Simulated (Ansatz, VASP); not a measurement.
# Two plane-wave programs on Lu

```
Lu
1.0
     0.00000    2.42054    2.42054
     2.42054    0.00000    2.42054
     2.42054    2.42054    0.00000
Lu
1
Direct
  0.00000 0.00000 0.00000
```

Change from the starting cell: volume scaled by 0.98, PAW files.

Alike in both runs: task electric field gradients; functional PBE; k mesh 15 × 15 × 15; occupations fermi-dirac, width 0.05 eV; no spin polarisation.

|  | VASP | Ansatz |
| --- | --- | --- |
| version | VASP 6.6.1 | Ansatz 0.2.0 |
| potentials or method | VASP PAW PBE potentials, release 64 (Lu) | PAW with Ansatz's default frozen-core files, scalar-relativistic |
| plane-wave cutoff (eV) | 520 | 420 |
| valence electrons in the cell | 25 | 25 |

Ansatz gave:

* pressure (GPa): 0.9

**Question.** Estimate VASP's values.

**Answer.** Pressure (GPa): 1.0.

Neither program's run includes spin-orbit coupling.
